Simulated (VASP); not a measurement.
HfSiO4: electric field gradients with PBEsol

Crystal: HfSiO4.

```
CELL_PARAMETERS angstrom
-3.28625 3.28625 2.98160
3.28625 -3.28625 2.98160
3.28625 3.28625 -2.98160
ATOMIC_POSITIONS crystal
Hf 0.75000 0.25000 0.50000
Hf 0.00000 0.00000 0.00000
Si 0.25000 0.75000 0.50000
Si 0.50000 0.50000 0.00000
O 0.13400 0.31928 0.81472
O 0.06928 0.75456 0.68528
O 0.50456 0.31928 0.18528
O 0.06928 0.38400 0.31472
O 0.61600 0.93072 0.68528
O 0.68072 0.86600 0.18528
O 0.24544 0.93072 0.31472
O 0.68072 0.49544 0.81472
```

```yaml
Program: VASP 6.6.1
Task: electric field gradients
Functional: PBEsol
Potentials_or_basis: VASP PAW PBE potentials, release 64 (Hf_pv, Si, O)
Cutoff: 520 eV
k_mesh: 7 × 7 × 7
Occupations: fermi-dirac, width 0.02 eV
Spin: no spin polarisation
Dipole_correction: no
Further_INCAR_settings: ALGO = Normal; EDIFF = 1e-08; NBANDS = 50
```

The pressure is -0.5 GPa. The largest force is 0.354 eV/Å, the band gap on the k mesh is 5.33 eV (least direct gap 5.71 eV) and the largest electric field gradient by atom is Hf +126.2; Si -22.6; O +43.2 V/Å².

Forces on the atoms (eV/Å):
```
Hf   0.000  0.000  0.000
Hf   0.000  0.000  0.000
Si   0.000  0.000  0.000
Si   0.000  0.000  0.000
O    0.000 -0.211 -0.285
O    0.211  0.000 -0.285
O    0.000  0.211 -0.285
O   -0.211  0.000 -0.285
O    0.000  0.211  0.285
O    0.211  0.000  0.285
O    0.000 -0.211  0.285
O   -0.211  0.000  0.285
```

Stress tensor (GPa, compression positive):
```
-0.73  0.00  0.00
 0.00 -0.73  0.00
 0.00  0.00 -0.10
```

Levels at points of the mesh, in eV from the valence-band top:
```tsv
k point	band 36	band 37	band 38	band 39	band 40	band 41
(0.00, 0.00, 0.00)	-0.59	-0.57	0.00	5.74	6.04	6.05
```

Electric field gradients, principal values (V/Å²):
```tsv
atom	least	middle	greatest (by size)
1 Hf	-63.106	-63.106	126.212
2 Hf	-63.106	-63.106	126.212
3 Si	11.280	11.280	-22.559
4 Si	11.280	11.280	-22.559
5 O	-2.127	-41.036	43.162
6 O	-2.129	-41.036	43.165
7 O	-2.129	-41.036	43.165
8 O	-2.127	-41.036	43.162
9 O	-2.127	-41.036	43.162
10 O	-2.127	-41.036	43.162
11 O	-2.129	-41.036	43.165
12 O	-2.129	-41.036	43.165
```

It took 3.4 min on 1 thread of Intel(R) Xeon(R) Platinum 8488C (Sapphire Rapids) (shared host), peak memory 0.39 GiB.

Caveat: without QUAD_EFG the Cq values of the log hold for a quadrupole moment of 1 mb, not for the nuclei; the PAW data sets were made with another functional, which shifts forces and pressure a little; spin-orbit coupling is left out, which moves the levels of the heavy elements. A k mesh can miss the band edges.
